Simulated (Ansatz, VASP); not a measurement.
One calculation of Al2O3, two programs

```
CELL_PARAMETERS angstrom
2.40394 1.38792 4.37421
-2.40394 1.38792 4.37421
0.00000 -2.77583 4.37421
ATOMIC_POSITIONS crystal
Al 0.64792 0.64792 0.64792
Al 0.85208 0.85208 0.85208
Al 0.14792 0.14792 0.14792
Al 0.35208 0.35208 0.35208
O 0.44366 0.05634 0.75000
O 0.94366 0.25000 0.55634
O 0.05634 0.75000 0.44366
O 0.75000 0.44366 0.05634
O 0.25000 0.55634 0.94366
O 0.55634 0.94366 0.25000
```

Alike in both runs: task single point; functional r2SCAN; k mesh 7 × 7 × 7; occupations fermi-dirac, width 0.01 eV; no spin polarisation.

|  | VASP | Ansatz |
| --- | --- | --- |
| version | VASP 6.6.1 | Ansatz 0.2.0 |
| potentials or method | VASP PAW PBE potentials, release 64 (Al, O), cutoff 660 eV | plane-wave PAW DFT |
| valence electrons in the cell | 48 | 48 |

```csv
,VASP,Ansatz,Ansatz less VASP
gap on the k mesh at the Fermi level (eV),6.76,6.74,-0.021
```

VASP's potentials were made for PBE, not for r2SCAN.
